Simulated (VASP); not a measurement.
# SiC (F-43m) in VASP: notebook

The runs below take SiC through single point, relaxation of cell and atoms, with PBE.

Everything below comes from runs of VASP 6.6.1. Logs are shortened: lines on timing, memory, paths and dates and some standing lists are left out, and cuts for length are marked.

## Step 1: The cell of the first run

Symmetry: F-43m, No. 216, cubic system. The conventional cell has a = 4.354 Å, b = 4.354 Å, c = 4.354 Å, α = 90.00°, β = 90.00°, γ = 90.00°. Si (site symmetry -43m) has 4 C at 1.89 Å within 2.5 Å. C (site symmetry -43m) has 4 Si at 1.89 Å within 2.5 Å.

## Step 2: Single point, PBE

The input, INCAR:

```
  ALGO = Normal
  EDIFF = 1E-6
  ENCUT = 520
  GGA = PE
  ISIF = 2
  ISMEAR = 0
  LASPH = True
  LCHARG = False
  LREAL = False
  LWAVE = False
  NBANDS = 11
  NELM = 60
  PREC = Accurate
  SIGMA = 0.1
```

The input, KPOINTS:

```
k-points
0
Gamma
  8 8 8
```

The input, POSCAR:

```
SiC
1.0
    0.0000000000      2.1769966238      2.1769966238
    2.1769966238      0.0000000000      2.1769966238
    2.1769966238      2.1769966238      0.0000000000
Si C
1 1
Direct
    0.2500000000      0.2500000000      0.2500000000
    0.0000000000      0.0000000000      0.0000000000
```

Potentials or basis: VASP PAW PBE potentials, release 64 (Si, C).

Launch:

```sh
cat potpaw_PBE.64/Si/POTCAR potpaw_PBE.64/C/POTCAR > POTCAR
mpirun -np 1 vasp_std > vasp.out
```

OUTCAR:

```text
EDIFF = 1E-6
   ENCUT = 520
   GGA = PE
   ISIF = 2
   ISMEAR = 0
   LASPH = True
   LREAL = False
   NELM = 60
   PREC = Accurate

 ion  position               nearest neighbor table
   1  0.250  0.250  0.250-   2 1.89   2 1.89   2 1.89   2 1.89
   2  0.000  0.000  0.000-   1 1.89   1 1.89   1 1.89   1 1.89

  LATTYP: Found a face centered cubic cell.
 ALAT       =     4.3539932476

  Lattice vectors:

 A1 = (   0.0000000000,   2.1769966238,   2.1769966238)
 A2 = (   2.1769966238,   0.0000000000,   2.1769966238)
 A3 = (   2.1769966238,   2.1769966238,   0.0000000000)

Analysis of symmetry for initial positions (statically):
=====================================================================
 Subroutine PRICEL returns:
 Original cell was already a primitive cell.

 Routine SETGRP: Setting up the symmetry group for a
 face centered cubic supercell.

 Subroutine GETGRP returns: Found 24 space group operations
 (whereof 24 operations were pure point group operations)
 out of a pool of 48 trial point group operations.

The static configuration has the point symmetry T_d .

Analysis of symmetry for dynamics (positions and initial velocities):
=====================================================================
 Subroutine PRICEL returns:
 Original cell was already a primitive cell.

 Routine SETGRP: Setting up the symmetry group for a
 face centered cubic supercell.

 Subroutine GETGRP returns: Found 24 space group operations
 (whereof 24 operations were pure point group operations)
 out of a pool of 48 trial point group operations.

The dynamic configuration has the point symmetry T_d .

 Subroutine INISYM returns: Found 24 space group operations
 (whereof 24 operations are pure point group operations),
 and found     1 'primitive' translations

----------------------------------------------------------------------------------------

                                     Primitive cell

  volume of cell :      20.6349

  direct lattice vectors                    reciprocal lattice vectors
     0.000000000  2.176996624  2.176996624    -0.229674219  0.229674219  0.229674219
     2.176996624  0.000000000  2.176996624     0.229674219 -0.229674219  0.229674219
     2.176996624  2.176996624  0.000000000     0.229674219  0.229674219 -0.229674219

  length of vectors
     3.078738151  3.078738151  3.078738151     0.397807417  0.397807417  0.397807417

  position of ions in fractional coordinates (direct lattice)
     0.250000000  0.250000000  0.250000000
     0.000000000  0.000000000  0.000000000

  ion indices of the primitive-cell ions
   primitive index   ion index
                 1           1
                 2           2

----------------------------------------------------------------------------------------

 KPOINTS: k-points

Automatic generation of k-mesh.
 Grid dimensions read from file:
 generate k-points for:    8    8    8

 Generating k-lattice:

  Cartesian coordinates                     Fractional coordinates (reciprocal lattice)
    -0.028709277  0.028709277  0.028709277     0.125000000  0.000000000  0.000000000
     0.028709277 -0.028709277  0.028709277     0.000000000  0.125000000  0.000000000
     0.028709277  0.028709277 -0.028709277     0.000000000  0.000000000  0.125000000

  Length of vectors
     0.049725927  0.049725927  0.049725927

  Shift w.r.t. Gamma in fractional coordinates (k-lattice)
     0.000000000  0.000000000  0.000000000

 Subroutine IBZKPT returns following result:
 ===========================================

 Found     29 irreducible k-points:

 Following reciprocal coordinates:
            Coordinates               Weight
  0.000000  0.000000  0.000000      1.000000
  0.125000  0.000000  0.000000      8.000000
  0.250000  0.000000  0.000000      8.000000
  0.375000  0.000000  0.000000      8.000000
  0.500000  0.000000  0.000000      4.000000
  0.125000  0.125000  0.000000      6.000000
[... 16 lines left out ...]
  0.500000  0.250000  0.125000     48.000000
 -0.375000  0.250000  0.125000     24.000000
 [... further k-points ...]
   k-points           NKPTS =     29   k-points in BZ     NKDIM =     29   number of bands    NBANDS=     11
   number of dos      NEDOS =    301   number of ions     NIONS =      2
   total plane-waves  NPLWV =  13824
   dimension x,y,z NGX =    24 NGY =   24 NGZ =   24
   dimension x,y,z NGXF=    48 NGYF=   48 NGZF=   48
   ions per type =               1   1
   NGX,Y,Z   is equivalent  to a cutoff of  12.96, 12.96, 12.96 a.u.
   NGXF,Y,Z  is equivalent  to a cutoff of  25.92, 25.92, 25.92 a.u.
 SYSTEM =  unknown system
   PREC   = accura    normal or accurate (medium, high low for compatibility)
   ISTART =      0    job   : 0-new  1-cont  2-samecut
   ICHARG =      2    charge: 1-file 2-atom 10-const
   ISPIN  =      1    spin polarized calculation?
   LNONCOLLINEAR =      F non collinear calculations
   LSORBIT =      F    spin-orbit coupling
   LASPH  =      T    aspherical Exc in radial PAW
   ENCUT  =  520.0 eV  38.22 Ry    6.18 a.u.   5.72  5.72  5.72*2*pi/ulx,y,z
   NELM   =     60;   NELMIN=  2; NELMDL= -5     # of ELM steps
   EDIFF  = 0.1E-05   stopping-criterion for ELM
   LREAL  =      F    real-space projection
   EDIFFG = 0.1E-04   stopping-criterion for IOM
   NSW    =      0    number of steps for IOM
   IBRION =     -1    ionic relax: 0-MD 1-quasi-New 2-CG
   NFREE  =      0    steps in history (QN), initial steepest desc. (CG)
   ISIF   =      2    stress and relaxation
   ISYM   =      2    0-nonsym 1-usesym 2-fastsym
   POTIM  = 0.5000    time-step for ionic-motion
   TEBEG  =    0.0;   TEEND  =   0.0 temperature during run
   PSTRESS=    0.0 pullay stress
   NELECT =       8.0000    total number of electrons
   NUPDOWN=      -1.0000    fix difference up-down
   EMIN   =  10.00;   EMAX   =-10.00  energy-range for DOS
   EFERMI =   0.00;   METHOD = LEGACY
   ISMEAR =     0;   SIGMA  =   0.10  broadening in eV -4-tet -1-fermi 0-gaus
   EFERMI_NEDOS =   21; number of points for ismear=-14 and -15
   IALGO  =     38    algorithm
   IMIX   =      4    mixing-type and parameters
     AMIX     =   0.40;   BMIX     =  1.00
     AMIX_MAG =   1.60;   BMIX_MAG =  1.00
  volume/ion in A,a.u.               =      10.32        69.63
  Fermi-wavevector in a.u.,A,eV,Ry     =   1.193723  2.255810 19.387972  1.424976
  Thomas-Fermi vector in A             =   2.329731
   LORBIT       =      0    0 simple, 1 ext, 2 COOP (PROOUT), +10 PAW based schemes
   GGA     = PE    functional components
   LHFCALC =     F    Hartree Fock is set to
   AEXX    =    0.0000 exact exchange contribution
   IVDW    =     0    specifies the selected vdW correction
   LEPSILON=     F    determine dielectric tensor
   LRPA    =     F    only Hartree local field effects (RPA)
 non-spin polarized calculation
 Gauss-broadening in eV      SIGMA  =   0.10
  energy-cutoff  :      520.00
  volume of cell :       20.63
 maximum number of plane-waves:       568
   NGX = 11   NGY = 11   NGZ = 11

 number of electron       8.0000001 magnetization

 Free energy of the ion-electron system (eV)
  ---------------------------------------------------
  ext. energy  EPLUGINS =         0.00000000
  ---------------------------------------------------
  free energy    TOTEN  =       -15.05538569 eV

  energy without entropy =      -15.05538569  energy(sigma->0) =      -15.05538569

 E-fermi :   8.5794     XC(G=0): -11.3681

 val. band max:        8.1389517272   @ k =   0.0000   0.0000   0.0000
 cond. band min:       9.4924389880   @ k =   0.5000   0.5000   0.0000
 fundamental gap:      1.3534872609
 Fermi energy:         8.5793937291

 k-point     1 :       0.0000    0.0000    0.0000
  band No.  band energies     occupation
      1      -7.2865      2.00000
      2       8.1390      2.00000
      3       8.1390      2.00000
      4       8.1390      2.00000
      5      14.4050      0.00000
      6      15.4647      0.00000
      7      15.4647      0.00000
      8      15.4647      0.00000
      9      22.6608      0.00000
     10      22.6608      0.00000
     11      24.6616      0.00000

 k-point     2 :       0.1250    0.0000    0.0000
  band No.  band energies     occupation
      1      -6.9812      2.00000
      2       6.6545      2.00000
      3       7.9380      2.00000
      4       7.9380      2.00000
      5      14.6379      0.00000
      6      15.8167      0.00000
      7      15.8167      0.00000
      8      15.9967      0.00000
      9      21.4390      0.00000
     10      21.4390      0.00000
     11      24.2204      0.00000

 k-point     3 :       0.2500    0.0000    0.0000
  band No.  band energies     occupation
      1      -6.0882      2.00000
      2       3.8426      2.00000
      3       7.5329      2.00000
      4       7.5329      2.00000
      5      14.1527      0.00000
      6      16.0641      0.00000
      7      16.0641      0.00000
      8      17.5161      0.00000
      9      21.2713      0.00000
     10      21.2713      0.00000
     11      23.3039      0.00000

 k-point     4 :       0.3750    0.0000    0.0000
  band No.  band energies     occupation
      1      -4.7303      2.00000
      2       1.0990      2.00000
      3       7.2056      2.00000
      4       7.2056      2.00000
      5      13.7395      0.00000
      6      15.6318      0.00000
      7      15.6318      0.00000
      8      18.1787      0.00000
      9      23.2696      0.00000
     10      23.2696      0.00000
     11      23.7052      0.00000

 k-point     5 :       0.5000    0.0000    0.0000
  band No.  band energies     occupation
      1      -3.7098      2.00000
      2      -0.4110      2.00000
      3       7.0865      2.00000
      4       7.0865      2.00000
      5      13.5975      0.00000
      6      15.3764      0.00000
      7      15.3764      0.00000
      8      18.2083      0.00000
      9      24.3706      0.00000
     10      25.4005      0.00000
     11      25.4005      0.00000
[... 211 lines left out ...]
 k-point    21 :       0.5000    0.5000    0.0000
  band No.  band energies     occupation
      1      -2.2557      2.00000
      2       0.3350      2.00000
      3       4.9484      2.00000
      4       4.9484      2.00000
      5       9.4924      0.00000
      6      12.4699      0.00000
      7      22.2059      0.00000
      8      22.2059      0.00000
      9      22.9629      0.00000
     10      28.2830      0.00000
     11      30.3497      0.00000

 k-point    22 :       0.3750    0.2500    0.1250
  band No.  band energies     occupation
      1      -5.3121      2.00000
      2       3.6518      2.00000
      3       5.2772      2.00000
      4       6.8647      2.00000
      5      13.5141      0.00000
      6      15.7861      0.00000
      7      16.6279      0.00000
      8      18.2319      0.00000
      9      20.4027      0.00000
     10      24.1636      0.00000
     11      27.5908      0.00000

 k-point    23 :       0.5000    0.2500    0.1250
  band No.  band energies     occupation
      1      -4.0078      2.00000
      2       1.6190      2.00000
      3       4.5382      2.00000
      4       6.2146      2.00000
      5      13.4504      0.00000
      6      15.7518      0.00000
      7      17.3601      0.00000
      8      18.6118      0.00000
      9      21.5497      0.00000
     10      24.6635      0.00000
     11      27.5056      0.00000

 k-point    24 :      -0.3750    0.2500    0.1250
  band No.  band energies     occupation
      1      -3.0598      2.00000
      2       0.3000      2.00000
      3       4.4269      2.00000
      4       5.8773      2.00000
      5      13.3924      0.00000
      6      15.4337      0.00000
      7      18.3108      0.00000
      8      19.1632      0.00000
      9      21.5889      0.00000
     10      24.3864      0.00000
     11      27.4993      0.00000

 [... further k-points ...]
[... 5 lines left out ...]
  --------------------------------------------------------------------------------------
  -------------------------------------------------------------------------------------
  Total        0.4950426      0.4950426      0.4950426      0.0000000      0.0000000      0.0000000
  in kB       38.4370400     38.4370400     38.4370400      0.0000000      0.0000000      0.0000000
  external PRESSURE =      38.4370400 kB  Pullay stress =       0.0000000 kB

 VOLUME and BASIS-vectors are now :
 -----------------------------------------------------------------------------
  energy-cutoff  :      520.00
  volume of cell :       20.63
      direct lattice vectors                 reciprocal lattice vectors
     0.000000000  2.176996624  2.176996624    -0.229674219  0.229674219  0.229674219
     2.176996624  0.000000000  2.176996624     0.229674219 -0.229674219  0.229674219
     2.176996624  2.176996624  0.000000000     0.229674219  0.229674219 -0.229674219

 POSITION                                       TOTAL-FORCE (eV/Angst)
 -----------------------------------------------------------------------------------
      1.08850      1.08850      1.08850        -0.000000      0.000000     -0.000000
      0.00000      0.00000      0.00000         0.000000      0.000000      0.000000
 -----------------------------------------------------------------------------------
    total drift:                               -0.000000     -0.000000     -0.000000

  FREE ENERGIE OF THE ION-ELECTRON SYSTEM (eV)
  ---------------------------------------------------
  free  energy   TOTEN  =       -15.0553856887 eV

  energy  without entropy=      -15.0553856887  energy(sigma->0) =      -15.05538569
```

Run time: 9.7 s. Hardware: 1 thread of Intel Xeon 8259CL, shared host; peak memory 0.13 GiB.

What came out:

```yaml
Free_energy: -15.0554 eV
Pressure: 3.8 GPa
Band_gap_on_the_k_mesh: 1.35 eV, indirect (least direct gap 4.54 eV)
```

Levels at points of the mesh, in eV from the valence-band top:
```
           k point  band 1  band 2  band 3  band 4  band 5  band 6  band 7  band 8  band 9
(0.00, 0.00, 0.00)  -15.43    0.00    0.00    0.00    6.27    7.33    7.33    7.33   14.52
(0.50, 0.00, 0.00)  -11.85   -8.55   -1.05   -1.05    5.46    7.24    7.24   10.07   16.23
(0.50, 0.50, 0.00)  -10.39   -7.80   -3.19   -3.19    1.35    4.33   14.07   14.07   14.82
```

A k mesh can miss the band edges. Expect the measured gap to be larger: semilocal functionals such as PBE lack the derivative discontinuity.

## Step 3: Relaxation of cell and atoms, PBE

The input, INCAR:

```
PREC = Accurate ; ENCUT = 600
EDIFF = 1E-6 ; ISMEAR = 0
SIGMA = 0.02 ; LREAL = F
LASPH = T ; NELM = 80
ALGO = Normal ; ISIF = 3
LWAVE = F ; LCHARG = F
GGA = PE ; IBRION = 2
NSW = 100 ; EDIFFG = -0.005
```

The input, KPOINTS:

```
regular mesh
0
Gamma
  10 10 10
```

POSCAR is that of step 2.

Potentials or basis: VASP PAW PBE potentials, release 64 (Si, C).

Launch:

```sh
cat potpaw_PBE.64/Si/POTCAR potpaw_PBE.64/C/POTCAR > POTCAR
mpirun -np 1 vasp_std > vasp.out
```

OUTCAR:

```text
PREC = Accurate
   ENCUT = 600
   EDIFF = 1E-6
   ISMEAR = 0
   LREAL = F
   LASPH = T
   NELM = 80
   ISIF = 3
   GGA = PE
   IBRION = 2
   NSW = 100
   EDIFFG = -0.005

 ion  position               nearest neighbor table
   1  0.250  0.250  0.250-   2 1.89   2 1.89   2 1.89   2 1.89
   2  0.000  0.000  0.000-   1 1.89   1 1.89   1 1.89   1 1.89

  LATTYP: Found a face centered cubic cell.
 ALAT       =     4.3539932476

  Lattice vectors:

 A1 = (   0.0000000000,   2.1769966238,   2.1769966238)
 A2 = (   2.1769966238,   0.0000000000,   2.1769966238)
 A3 = (   2.1769966238,   2.1769966238,   0.0000000000)

Analysis of symmetry for initial positions (statically):
=====================================================================
 Subroutine PRICEL returns:
 Original cell was already a primitive cell.
[... 251 lines left out ...]

  energy without entropy =      -15.06184144  energy(sigma->0) =      -15.06184144

 E-fermi :   8.1062     XC(G=0): -11.2946

 val. band max:        7.9487827146   @ k =   0.0000   0.0000   0.0000
 cond. band min:       9.3193637072   @ k =   0.5000   0.5000   0.0000
 fundamental gap:      1.3705809927
 Fermi energy:         8.1062364842

 k-point     1 :       0.0000    0.0000    0.0000
  band No.  band energies     occupation
      1      -7.3441      2.00000
      2       7.9488      2.00000
      3       7.9488      2.00000
      4       7.9488      2.00000
      5      14.0174      0.00000
      6      15.1596      0.00000
      7      15.1596      0.00000
      8      15.1596      0.00000
[... 243 lines left out ...]
 k-point    24 :       0.4000    0.3000    0.0000
  band No.  band energies     occupation
      1      -4.2404      2.00000
      2       2.3846      2.00000
      3       4.8260      2.00000
      4       5.3465      2.00000
      5      10.8085      0.00000
      6      13.5156      0.00000
      7      19.4201      0.00000
      8      19.7478      0.00000

 [... further k-points ...]
[... 5 lines left out ...]
  --------------------------------------------------------------------------------------
  -------------------------------------------------------------------------------------
  Total        0.0005677      0.0005677      0.0005677     -0.0000000      0.0000000     -0.0000000
  in kB        0.0433440      0.0433440      0.0433440     -0.0000000      0.0000000     -0.0000000
  external PRESSURE =       0.0433440 kB  Pullay stress =       0.0000000 kB
[... 17 lines left out ...]
  FREE ENERGIE OF THE ION-ELECTRON SYSTEM (eV)
  ---------------------------------------------------
  free  energy   TOTEN  =       -15.0618414436 eV

  energy  without entropy=      -15.0618414436  energy(sigma->0) =      -15.06184144

 reached required accuracy - stopping structural energy minimisation
```

OSZICAR:

```text
N       E                     dE             d eps       ncg     rms          rms(c)
DAV:   1     0.568487080243E+01    0.56849E+01   -0.45294E+03   752   0.103E+03
DAV:   2    -0.165216439967E+02   -0.22207E+02   -0.21011E+02  1160   0.107E+02
DAV:   3    -0.169186334865E+02   -0.39699E+00   -0.39699E+00   856   0.172E+01
DAV:   4    -0.169198094147E+02   -0.11759E-02   -0.11759E-02  1232   0.105E+00
[... 19 lines left out ...]
DAV:   1    -0.150636292002E+02   -0.59919E-02   -0.84801E-02   800   0.255E+00    0.320E-01
DAV:   2    -0.150621894766E+02    0.14397E-02   -0.37438E-03   928   0.403E-01    0.157E-01
DAV:   3    -0.150618911053E+02    0.29837E-03   -0.48110E-04   944   0.156E-01    0.414E-02
DAV:   4    -0.150618413054E+02    0.49800E-04   -0.74995E-05   840   0.529E-02    0.196E-02
DAV:   5    -0.150618414436E+02   -0.13824E-06   -0.20984E-06   904   0.118E-02
   3 F= -.15061841E+02 E0= -.15061841E+02  d E =-.397434E-02
```

CONTCAR:

```text
SiC
   1.00000000000000
    -0.0000000000000000    2.1892598613494187    2.1892598613494187
     2.1892598613494187   -0.0000000000000000    2.1892598613494187
     2.1892598613494187    2.1892598613494187    0.0000000000000000
  Si              C
     1     1
Direct
     0.2500000000000000    0.2500000000000000    0.2500000000000000
     0.0000000000000000    0.0000000000000000    0.0000000000000000

  0.00000000E+00  0.00000000E+00  0.00000000E+00
  0.00000000E+00  0.00000000E+00  0.00000000E+00
```

Wall time 39 s (1 thread of Intel Xeon 8259CL, shared host); peak memory 0.15 GiB.

Results:

```yaml
Free_energy: -15.0618 eV
Relaxed_volume: 10.49 Å³/atom
Relaxed_cell: a = 3.096 Å, b = 3.096 Å, c = 3.096 Å, α = 60.00°, β = 60.00°, γ = 60.00°
Space_group_after_relaxing_to_0.05_Å: F-43m (No. 216)
Energy_gained_by_relaxing: 2.0 meV/atom
Ionic_steps: 3
Pressure_after_relaxing: 0.0 GPa
Band_gap_on_the_k_mesh: 1.37 eV, indirect (least direct gap 4.53 eV)
```

Step by step:
```csv
step,energy change (eV),largest force (eV/Å),pressure (GPa),volume (Å³)
1,0.0000,0.0000,3.70,20.63
2,0.0002,0.0000,-3.58,21.36
3,-0.0040,0.0000,0.00,20.99
```

Final structure:
```
CELL_PARAMETERS angstrom
0.00000 2.18926 2.18926
2.18926 0.00000 2.18926
2.18926 2.18926 0.00000
ATOMIC_POSITIONS crystal
Si 0.25000 0.25000 0.25000
C 0.00000 0.00000 0.00000
```

A k mesh can miss the band edges.
